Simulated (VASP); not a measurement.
# SiC (F-43m) in VASP: a series of runs

SiC is run at these levels: r2SCAN; tasks: single point.

Everything below comes from runs of VASP 6.6.1. Logs are shortened: lines on timing, memory, paths and dates and some standing lists are left out, and cuts for length are marked.

### Step 1. The cell of the first run

Symmetry: F-43m, No. 216, cubic system. Conventional cell: a = 4.344 Å, b = 4.344 Å, c = 4.344 Å, α = 90.00°, β = 90.00°, γ = 90.00°. Within 2.5 Å of Si (site symmetry -43m) lie 4 C at 1.88 Å. C (site symmetry -43m) has 4 Si at 1.88 Å within 2.5 Å.

### Step 2. Single point, r2SCAN

Contents of POSCAR:

```
SiC
1.0
    2.1718613537      2.1718613537      0.0000000000
   -2.1718613537      2.1718613537      0.0000000000
    0.0000000000      2.1718613537      2.1718613537
Si C
1 1
Direct
    0.0000000000      0.0000000000      0.0000000000
    0.7500000000      0.2500000000      0.5000000000
```

Contents of INCAR.step1:

```
SYSTEM = SiC
PREC     = Accurate       ! precision mode
ENCUT    = 520            ! plane-wave cutoff, eV
ISMEAR   = 0              ! smearing method
SIGMA    = 0.01           ! smearing width, eV
LREAL    = .False.        ! projectors in reciprocal space
LASPH    = .True.         ! aspherical terms in the spheres
NELM     = 80             ! most SCF steps
NBANDS   = 11             ! bands
GGA      = PE             ! functional
ALGO     = Normal         ! electronic algorithm
EDIFF    = 1E-4           ! SCF threshold, eV
LWAVE    = .True.         ! write WAVECAR
LCHARG   = .False.        ! write CHGCAR
```

Contents of INCAR.step2:

```
SYSTEM = SiC
PREC     = Accurate       ! precision mode
ENCUT    = 520            ! plane-wave cutoff, eV
EDIFF    = 1E-6           ! SCF threshold, eV
ISMEAR   = 0              ! smearing method
SIGMA    = 0.01           ! smearing width, eV
LREAL    = .False.        ! projectors in reciprocal space
LASPH    = .True.         ! aspherical terms in the spheres
NELM     = 80             ! most SCF steps
ALGO     = Normal         ! electronic algorithm
ISIF     = 2              ! what is computed and relaxed
LWAVE    = .False.        ! write WAVECAR
LCHARG   = .False.        ! write CHGCAR
METAGGA  = R2SCAN         ! meta-GGA
LMIXTAU  = .True.       
NBANDS   = 11             ! bands
ISTART   = 1
```

Contents of KPOINTS:

```
regular mesh
0
Gamma
  10 10 10
  0 0 0
```

Potentials or basis: VASP PAW PBE potentials, release 64 (Si, C).

The run is started by

```console
$ cat potpaw_PBE.64/Si/POTCAR potpaw_PBE.64/C/POTCAR > POTCAR
$ cp INCAR.step1 INCAR
$ mpirun -np 1 vasp_std > vasp.out
$ cp INCAR.step2 INCAR
$ mpirun -np 1 vasp_std > vasp.out
```

OUTCAR:

```text
SYSTEM = SiC
   PREC = Accurate
   ENCUT = 520
   EDIFF = 1E-6
   ISMEAR = 0
   LREAL = .False.
   LASPH = .True.
   NELM = 80
   ISIF = 2
   METAGGA = R2SCAN
   ISTART = 1

 ion  position               nearest neighbor table
   1  0.000  0.000  0.000-   2 1.88   2 1.88   2 1.88   2 1.88
   2  0.750  0.250  0.500-   1 1.88   1 1.88   1 1.88   1 1.88

  LATTYP: Found a face centered cubic cell.
 ALAT       =     4.3437227074

  Lattice vectors:

 A1 = (   0.0000000000,   2.1718613537,   2.1718613537)
 A2 = (   2.1718613537,   0.0000000000,   2.1718613537)
 A3 = (   2.1718613537,   2.1718613537,   0.0000000000)

Analysis of symmetry for initial positions (statically):
=====================================================================
 Subroutine PRICEL returns:
 Original cell was already a primitive cell.

 Routine SETGRP: Setting up the symmetry group for a
 face centered cubic supercell.

 Subroutine GETGRP returns: Found 24 space group operations
 (whereof 24 operations were pure point group operations)
 out of a pool of 48 trial point group operations.

The static configuration has the point symmetry T_d .

Analysis of symmetry for dynamics (positions and initial velocities):
=====================================================================
 Subroutine PRICEL returns:
 Original cell was already a primitive cell.

 Routine SETGRP: Setting up the symmetry group for a
 face centered cubic supercell.

 Subroutine GETGRP returns: Found 24 space group operations
 (whereof 24 operations were pure point group operations)
 out of a pool of 48 trial point group operations.

The dynamic configuration has the point symmetry T_d .

 Subroutine INISYM returns: Found 24 space group operations
 (whereof 24 operations are pure point group operations),
 and found     1 'primitive' translations

----------------------------------------------------------------------------------------

                                     Primitive cell

  volume of cell :      20.4893

  direct lattice vectors                    reciprocal lattice vectors
     2.171861354  2.171861354  0.000000000     0.230217274  0.230217274 -0.230217274
    -2.171861354  2.171861354  0.000000000    -0.230217274  0.230217274 -0.230217274
     0.000000000  2.171861354  2.171861354     0.000000000  0.000000000  0.460434548

  length of vectors
     3.071475782  3.071475782  3.071475782     0.398748015  0.398748015  0.460434548

  position of ions in fractional coordinates (direct lattice)
     0.000000000  0.000000000  0.000000000
     0.750000000  0.250000000  0.500000000

  ion indices of the primitive-cell ions
   primitive index   ion index
                 1           1
                 2           2

----------------------------------------------------------------------------------------

 KPOINTS: regular mesh

Automatic generation of k-mesh.
 Grid dimensions read from file:
 generate k-points for:   10   10   10

 Generating k-lattice:

  Cartesian coordinates                     Fractional coordinates (reciprocal lattice)
     0.023021727  0.023021727 -0.023021727     0.100000000  0.000000000  0.000000000
    -0.023021727  0.023021727 -0.023021727     0.000000000  0.100000000  0.000000000
     0.000000000  0.000000000  0.046043455     0.000000000  0.000000000  0.100000000

  Length of vectors
     0.039874802  0.039874802  0.046043455

  Shift w.r.t. Gamma in fractional coordinates (k-lattice)
     0.000000000  0.000000000  0.000000000

 Subroutine IBZKPT returns following result:
 ===========================================

 Found     47 irreducible k-points:

 Following reciprocal coordinates:
            Coordinates               Weight
  0.000000  0.000000  0.000000      1.000000
  0.100000  0.000000  0.000000      8.000000
  0.200000  0.000000  0.000000      8.000000
  0.300000  0.000000  0.000000      8.000000
  0.400000  0.000000  0.000000      8.000000
  0.500000  0.000000  0.000000      4.000000
[... 16 lines left out ...]
  0.300000  0.300000  0.000000     12.000000
  0.400000  0.300000  0.000000     24.000000
 [... further k-points ...]
   k-points           NKPTS =     47   k-points in BZ     NKDIM =     47   number of bands    NBANDS=     11
   number of dos      NEDOS =    301   number of ions     NIONS =      2
   total plane-waves  NPLWV =  13824
   dimension x,y,z NGX =    24 NGY =   24 NGZ =   24
   dimension x,y,z NGXF=    48 NGYF=   48 NGZF=   48
   ions per type =               1   1
   NGX,Y,Z   is equivalent  to a cutoff of  12.99, 12.99, 12.99 a.u.
   NGXF,Y,Z  is equivalent  to a cutoff of  25.98, 25.98, 25.98 a.u.
 SYSTEM =  SiC
   PREC   = accura    normal or accurate (medium, high low for compatibility)
   ISTART =      1    job   : 0-new  1-cont  2-samecut
   ICHARG =      0    charge: 1-file 2-atom 10-const
   ISPIN  =      1    spin polarized calculation?
   LNONCOLLINEAR =      F non collinear calculations
   LSORBIT =      F    spin-orbit coupling
   LASPH  =      T    aspherical Exc in radial PAW
   ENCUT  =  520.0 eV  38.22 Ry    6.18 a.u.   5.71  5.71  5.71*2*pi/ulx,y,z
   NELM   =     80;   NELMIN=  2; NELMDL=  0     # of ELM steps
   EDIFF  = 0.1E-05   stopping-criterion for ELM
   LREAL  =      F    real-space projection
   EDIFFG = 0.1E-04   stopping-criterion for IOM
   NSW    =      0    number of steps for IOM
   IBRION =     -1    ionic relax: 0-MD 1-quasi-New 2-CG
   NFREE  =      0    steps in history (QN), initial steepest desc. (CG)
   ISIF   =      2    stress and relaxation
   ISYM   =      2    0-nonsym 1-usesym 2-fastsym
   POTIM  = 0.5000    time-step for ionic-motion
   TEBEG  =    0.0;   TEEND  =   0.0 temperature during run
   PSTRESS=    0.0 pullay stress
   NELECT =       8.0000    total number of electrons
   NUPDOWN=      -1.0000    fix difference up-down
   EMIN   =  10.00;   EMAX   =-10.00  energy-range for DOS
   EFERMI =   0.00;   METHOD = LEGACY
   ISMEAR =     0;   SIGMA  =   0.01  broadening in eV -4-tet -1-fermi 0-gaus
   EFERMI_NEDOS =   21; number of points for ismear=-14 and -15
   IALGO  =     38    algorithm
   IMIX   =      4    mixing-type and parameters
     AMIX     =   0.40;   BMIX     =  1.00
     AMIX_MAG =   1.60;   BMIX_MAG =  1.00
  volume/ion in A,a.u.               =      10.24        69.13
  Fermi-wavevector in a.u.,A,eV,Ry     =   1.196546  2.261144 19.479765  1.431722
  Thomas-Fermi vector in A             =   2.332484
   LORBIT       =      0    0 simple, 1 ext, 2 COOP (PROOUT), +10 PAW based schemes
   METAGGA = R2SCAN    functional components
   LHFCALC =     F    Hartree Fock is set to
   AEXX    =    0.0000 exact exchange contribution
   IVDW    =     0    specifies the selected vdW correction
   LEPSILON=     F    determine dielectric tensor
   LRPA    =     F    only Hartree local field effects (RPA)
 non-spin polarized calculation
 Gauss-broadening in eV      SIGMA  =   0.01
  energy-cutoff  :      520.00
  volume of cell :       20.49
 maximum number of plane-waves:       568
   NGX = 11   NGY = 11   NGZ = 11

 number of electron       8.0000001 magnetization

 Free energy of the ion-electron system (eV)
  ---------------------------------------------------
  ext. energy  EPLUGINS =         0.00000000
  ---------------------------------------------------
  free energy    TOTEN  =       -19.32598825 eV

  energy without entropy =      -19.32598825  energy(sigma->0) =      -19.32598825

 E-fermi :   8.1848     XC(G=0): -11.9786

 val. band max:        8.0925150610   @ k =   0.0000   0.0000   0.0000
 cond. band min:       9.8111670637   @ k =   0.5000   0.5000   0.0000
 fundamental gap:      1.7186520028
 Fermi energy:         8.1848124401

 k-point     1 :       0.0000    0.0000    0.0000
  band No.  band energies     occupation
      1      -8.1656      2.00000
      2       8.0925      2.00000
      3       8.0925      2.00000
      4       8.0925      2.00000
      5      15.0506      0.00000
      6      16.0152      0.00000
      7      16.0152      0.00000
      8      16.0152      0.00000
      9      23.3619      0.00000
     10      23.3619      0.00000
     11      26.0189      0.00000

 k-point     2 :       0.1000    0.0000    0.0000
  band No.  band energies     occupation
      1      -7.9616      2.00000
      2       7.0425      2.00000
      3       7.9524      2.00000
      4       7.9524      2.00000
      5      15.2866      0.00000
      6      16.2755      0.00000
      7      16.2755      0.00000
      8      16.3753      0.00000
      9      22.4178      0.00000
     10      22.4178      0.00000
     11      25.5745      0.00000

 k-point     3 :       0.2000    0.0000    0.0000
  band No.  band energies     occupation
      1      -7.3596      2.00000
      2       4.8242      2.00000
      3       7.6300      2.00000
      4       7.6300      2.00000
      5      14.9641      0.00000
      6      16.6534      0.00000
      7      16.6534      0.00000
      8      17.7315      0.00000
      9      21.7522      0.00000
     10      21.7522      0.00000
     11      24.6222      0.00000

 k-point     4 :       0.3000    0.0000    0.0000
  band No.  band energies     occupation
      1      -6.4006      2.00000
      2       2.4053      2.00000
      3       7.2966      2.00000
      4       7.2966      2.00000
      5      14.5483      0.00000
      6      16.4845      0.00000
      7      16.4845      0.00000
      8      18.7947      0.00000
      9      22.6726      0.00000
     10      22.6726      0.00000
     11      24.3858      0.00000

 k-point     5 :       0.4000    0.0000    0.0000
  band No.  band energies     occupation
      1      -5.2285      2.00000
      2       0.2750      2.00000
      3       7.0650      2.00000
      4       7.0650      2.00000
      5      14.2731      0.00000
      6      16.0688      0.00000
      7      16.0688      0.00000
      8      19.1018      0.00000
      9      24.7774      0.00000
     10      24.7774      0.00000
     11      25.0891      0.00000
[... 211 lines left out ...]
 k-point    21 :      -0.3000    0.2000    0.0000
  band No.  band energies     occupation
      1      -6.3765      2.00000
      2       3.9779      2.00000
      3       6.1096      2.00000
      4       6.1369      2.00000
      5      13.0910      0.00000
      6      15.5459      0.00000
      7      18.6062      0.00000
      8      19.1399      0.00000
      9      21.2825      0.00000
     10      25.2059      0.00000
     11      28.2428      0.00000

 k-point    22 :      -0.2000    0.2000    0.0000
  band No.  band energies     occupation
      1      -7.0897      2.00000
      2       5.5916      2.00000
      3       6.5748      2.00000
      4       6.5748      2.00000
      5      13.6242      0.00000
      6      15.8427      0.00000
      7      18.5241      0.00000
      8      18.5241      0.00000
      9      19.7926      0.00000
     10      24.6116      0.00000
     11      28.7126      0.00000

 k-point    23 :       0.3000    0.3000    0.0000
  band No.  band energies     occupation
      1      -3.9745      2.00000
      2       1.0742      2.00000
      3       2.6242      2.00000
      4       6.2156      2.00000
      5      13.0814      0.00000
      6      18.3184      0.00000
      7      18.8743      0.00000
      8      19.8942      0.00000
      9      22.4438      0.00000
     10      22.9277      0.00000
     11      30.4779      0.00000

 k-point    24 :       0.4000    0.3000    0.0000
  band No.  band energies     occupation
      1      -3.3465      2.00000
      2       0.4796      2.00000
      3       2.6492      2.00000
      4       5.6653      2.00000
      5      12.1929      0.00000
      6      17.5739      0.00000
      7      19.8316      0.00000
      8      20.5094      0.00000
      9      22.4447      0.00000
     10      24.5601      0.00000
     11      30.9985      0.00000

 [... further k-points ...]
[... 5 lines left out ...]
  --------------------------------------------------------------------------------------
  -------------------------------------------------------------------------------------
  Total        0.2325986      0.2325986      0.2325986      0.0000000      0.0000000      0.0000000
  in kB       18.1882712     18.1882712     18.1882712      0.0000000      0.0000000      0.0000000
  external PRESSURE =      18.1882712 kB  Pullay stress =       0.0000000 kB

 VOLUME and BASIS-vectors are now :
 -----------------------------------------------------------------------------
  energy-cutoff  :      520.00
  volume of cell :       20.49
      direct lattice vectors                 reciprocal lattice vectors
     2.171861354  2.171861354  0.000000000     0.230217274  0.230217274 -0.230217274
    -2.171861354  2.171861354  0.000000000    -0.230217274  0.230217274 -0.230217274
     0.000000000  2.171861354  2.171861354     0.000000000  0.000000000  0.460434548

 POSITION                                       TOTAL-FORCE (eV/Angst)
 -----------------------------------------------------------------------------------
      0.00000      0.00000      0.00000        -0.000000      0.000000      0.000000
      1.08593      3.25779      1.08593         0.000000      0.000000      0.000000
 -----------------------------------------------------------------------------------
    total drift:                                0.000001      0.000000     -0.000000

  FREE ENERGIE OF THE ION-ELECTRON SYSTEM (eV)
  ---------------------------------------------------
  free  energy   TOTEN  =       -19.3259882473 eV

  energy  without entropy=      -19.3259882473  energy(sigma->0) =      -19.32598825
```

It took 57 s on 1 thread of Intel Xeon 8259CL, shared host; peak memory 0.14 GiB.

Results:

| Quantity | Value |
| --- | --- |
| Free energy | -19.3260 eV |
| Pressure | 1.8 GPa |
| Band gap on the k mesh | 1.72 eV (least direct gap 5.07 eV) |

Levels at points of the mesh, in eV from the valence-band top:
| k point | band 1 | band 2 | band 3 | band 4 | band 5 | band 6 | band 7 | band 8 |
| --- | --- | --- | --- | --- | --- | --- | --- | --- |
| (0.00, 0.00, 0.00) | -16.26 | 0.00 | 0.00 | 0.00 | 6.96 | 7.92 | 7.92 | 7.92 |
| (0.50, 0.00, 0.00) | -12.60 | -8.87 | -1.11 | -1.11 | 6.09 | 7.79 | 7.79 | 11.01 |
| (0.50, 0.50, 0.00) | -11.12 | -8.08 | -3.35 | -3.35 | 1.72 | 4.86 | 15.25 | 15.25 |

Caveat: the PAW data sets were made with another functional, which shifts forces and pressure a little.

[end of part 1 of 2]
